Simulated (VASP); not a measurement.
Runs of VASP 6.6.1 on Pd. The structure is that of space group P6_3/mmc (No. 194), or close to it. The cells are those of the table. 

```tsv
spin	cell	smearing	gap on the mesh (eV)	pressure (GPa)	moment (μB)
collinear, antiferromagnetic start	a = 2.681, b = 2.681, c = 4.511 Å, angles 90.0, 90.0, 120.0°, 2 atoms	fermi-dirac 0.05 eV	none	8.8	0.00
off	a = 2.831, b = 2.831, c = 4.725 Å, angles 90.0, 90.0, 120.0°, 2 atoms	fermi-dirac 0.1 eV	none	-16.8	-
collinear, antiferromagnetic start	a = 2.717, b = 2.717, c = 4.573 Å, angles 90.0, 90.0, 120.0°, 2 atoms	fermi-dirac 0.05 eV	none	(a)	0.00
off	a = 2.762, b = 2.762, c = 4.610 Å, angles 90.0, 90.0, 120.0°, 2 atoms	fermi-dirac 0.1 eV	none	(b)	-
collinear, antiferromagnetic start	a = 2.604, b = 2.604, c = 4.382 Å, angles 90.0, 90.0, 120.0°, 2 atoms	fermi-dirac 0.05 eV	none	35.8	0.00
```

Alike in all rows: task single point; level PBEsol; potentials or basis VASP PAW PBE potentials, release 64 (Pd); k mesh 15 × 15 × 8; cutoff (eV) 520.

**Question.** Estimate the missing entries.

**Answer.** (a) -0.3; (b) -7.3.

Caveats: the PAW data sets were made with another functional, which shifts forces and pressure a little.

A k mesh can miss the band edges, and the runs leave out spin-orbit coupling on Pd.

A gap of «none» marks levels without a gap at the run's occupations.
